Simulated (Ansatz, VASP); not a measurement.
**One calculation of BeHF3, two programs**

INCAR

```
SYSTEM = BeHF3
PREC = Accurate
ENCUT = 600
EDIFF = 1E-6
ISMEAR = 0
SIGMA = 0.1
LREAL = .FALSE.
LASPH = .TRUE.
NELM = 60
ALGO = Normal
ISIF = 3
LWAVE = .FALSE.
LCHARG = .FALSE.
GGA = PE
IBRION = 2
NSW = 90
EDIFFG = -0.04
```

KPOINTS

```
Automatic mesh
0
G
  4 4 4
  0 0 0
```

The input POSCAR:

```
BeHF3
1.0
    3.7688200700      0.0000000000      0.0000000000
    0.0000000000      3.7688200700      0.0000000000
    0.0000000000      0.0000000000      3.7688200700
Be H F
1 1 3
Direct
    0.5000000000      0.5000000000      0.5000000000
    0.0000000000      0.0000000000      0.0000000000
    0.0000000000      0.5000000000      0.5000000000
    0.5000000000      0.0000000000      0.5000000000
    0.5000000000      0.5000000000      0.0000000000
```

Input for Ansatz:

```yaml
crystal:
  lattice:
    - [3.76882007, 0.0, 0.0]
    - [0.0, 3.76882007, 0.0]
    - [0.0, 0.0, 3.76882007]
  atoms:
    - { symbol: Be, position: [0.5, 0.5, 0.5] }
    - { symbol: H, position: [0.0, 0.0, 0.0] }
    - { symbol: F, position: [0.0, 0.5, 0.5] }
    - { symbol: F, position: [0.5, 0.0, 0.5] }
    - { symbol: F, position: [0.5, 0.5, 0.0] }
basis:
  ecutwfc: 420
kpoints:
  mp_grid: { grid: [4, 4, 4] }
hamiltonian:
  xc: pbe
scf:
  occupations: { method: gaussian, width: 0.1 }
  lower_state_search: "off"
output:
  forces: true
  stress: true
  eigenvalues: true
relax:
  adjacent_minimum: "off"
  f_tol: 0.04
  max_steps: 70
  cell: { stress_tol: 0.4 }
```

Change from the starting cell: species swapped into the Ba3PbO type (Pm-3m, No. 221).

Alike in both runs: task relaxation of cell and atoms; functional PBE; k mesh 4 × 4 × 4; occupations gaussian, width 0.1 eV; no spin polarisation.

```csv
,VASP,Ansatz
version,VASP 6.6.1,Ansatz 0.2.0
potentials or method,"VASP PAW PBE potentials, release 64 (Be, H, F), cutoff 600 eV","scalar-relativistic, plane waves, PAW"
valence electrons in the cell,24,24
```

```tsv
	VASP	Ansatz	Ansatz less VASP
gap on the k mesh at the Fermi level, each at its own relaxed structure (eV)	none	none	-
relaxed volume (Å³/atom)	8.16	8.20	+0.046
relaxed length of the cell vector where the two differ most in proportion (Å)	3.442	3.449	+0.0065
```

A gap of «none» marks a metal or a gap that the smearing closes.

The k mesh is coarse, so the values compare programs but aren't converged. Noted on VASP's run: the volume moved by over 15 % at a fixed basis, so the end points are rough.
